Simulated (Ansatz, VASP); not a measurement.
# Hf2TaN4 in VASP and in Ansatz

```
Hf Ta N
1.0
     3.17031   -0.00047   -0.00748
    -0.01058    5.62274   -0.00721
    -1.58155   -1.36441    4.95258
Hf Ta N
2 1 4
Cartesian
  1.5843 3.5892 2.7232
  -0.0061 0.6687 2.2147
  -0.0053 2.8114 -0.0036
  1.5796 -0.0654 3.5156
  -0.0002 2.4050 3.7756
  -0.0014 4.3233 1.4223
  1.5784 1.8528 1.1623
```

Change from the starting cell: species swapped into the MgV2O4 type (P-1, No. 2).

Alike in both runs: functional PBE; k mesh 4 × 2 × 3; occupations gaussian, width 0.15 eV; no spin polarisation.

Ansatz relaxed the structure, and its values are those at the end. VASP's run is a single point on that final structure, the one shown.

|  | VASP | Ansatz |
| --- | --- | --- |
| version | VASP 6.6.1 | Ansatz 0.2.0 |
| potentials or method | VASP PAW PBE potentials, release 64 (Hf_pv, Ta_pv, N), cutoff 520 eV | scalar-relativistic, plane waves, PAW |
| valence electrons in the cell | 51 | 85 |

Ansatz gave:

- gap on the k mesh at the Fermi level (eV): none
- pressure (GPa): -0.1
- rms of the force components (eV/Å): 0.013

Q: Which values does VASP return?

A: gap on the k mesh at the Fermi level (eV): none; pressure (GPa): -1.2; rms of the force components (eV/Å): 0.065.

A gap of «none» marks a metal or a gap that the smearing closes. VASP's potentials hold 51 valence electrons a cell and Ansatz's 85, so a difference there can come from the potentials and not from the codes.

The k mesh is coarse, so the values compare programs but aren't converged. Spin-orbit coupling is off throughout.
